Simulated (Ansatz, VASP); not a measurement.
**One calculation of PtS2, two programs**

Contents of INCAR:

```
SYSTEM = PtS2
PREC = Accurate
ENCUT = 520
EDIFF = 1E-6
ISMEAR = 0
SIGMA = 0.01
LREAL = .FALSE.
LASPH = .TRUE.
NELM = 80
ALGO = Normal
ISIF = 2
LWAVE = .FALSE.
LCHARG = .TRUE.
GGA = PE
LELF = .TRUE.
LVHAR = .TRUE.
NBANDS = 18
```

Contents of KPOINTS:

```
regular mesh
0
G
  8 8 1
  0 0 0
```

The input POSCAR:

```
PtS2
1.0
    3.5526415803      0.0000000000      0.0000000000
   -1.7763207902      3.0766778591      0.0000000000
    0.0000000000      0.0000000000      5.1227110450
Pt S
1 2
Direct
    0.0000000000      0.0000000000      0.0000000000
    0.3333333333      0.6666666667      0.2392599773
    0.6666666667      0.3333333333      0.7607400227
```

Input for Ansatz:

```yaml
crystal:
  lattice:
    - [3.5526415803, 0.0, 0.0]
    - [-1.7763207902, 3.0766778591, 0.0]
    - [0.0, 0.0, 5.122711045]
  atoms:
    - { symbol: Pt, position: [0.0, 0.0, 0.0] }
    - { symbol: S, position: [0.3333333333, 0.6666666667, 0.2392599773] }
    - { symbol: S, position: [0.6666666667, 0.3333333333, 0.7607400227] }
kpoints:
  mp_grid: { grid: [8, 8, 1] }
hamiltonian:
  xc: pbe
scf:
  occupations: { method: fixed }
  n_extra_bands: 4
output:
  forces: true
  stress: true
  eigenvalues: true
```

Alike in both runs: task single point; functional PBE; k mesh 8 × 8 × 1; no spin polarisation.

|  | VASP | Ansatz |
| --- | --- | --- |
| version | VASP 6.6.1 | Ansatz 0.2.0 |
| potentials or method | VASP PAW PBE potentials, release 64 (Pt, S) | plane waves |
| plane-wave cutoff (eV) | 520 | 420 |
| occupations | gaussian, width 0.01 eV | fixed |
| valence electrons in the cell | 22 | 30 |

VASP gave:

```
gap on the k mesh at the Fermi level (eV)                     : 0.83
pressure (GPa)                                                : 2.6
traceless stress, the component that is largest in VASP (GPa) : -0.18
rms of the force components (eV/Å)                            : 0.087
```

Question: What did Ansatz give for the same quantities?

Answer: gap on the k mesh at the Fermi level (eV): 0.83; pressure (GPa): 3.1; traceless stress, the component that is largest in VASP (GPa): -0.30; rms of the force components (eV/Å): 0.106.

Atom by atom the forces differ by 0.019 eV/Å (rms over components). VASP's potentials hold 22 valence electrons a cell and Ansatz's 30, so a difference there can come from the potentials and not from the codes.

The k mesh is coarse, so the values compare programs but aren't converged. Neither program's run includes spin-orbit coupling.
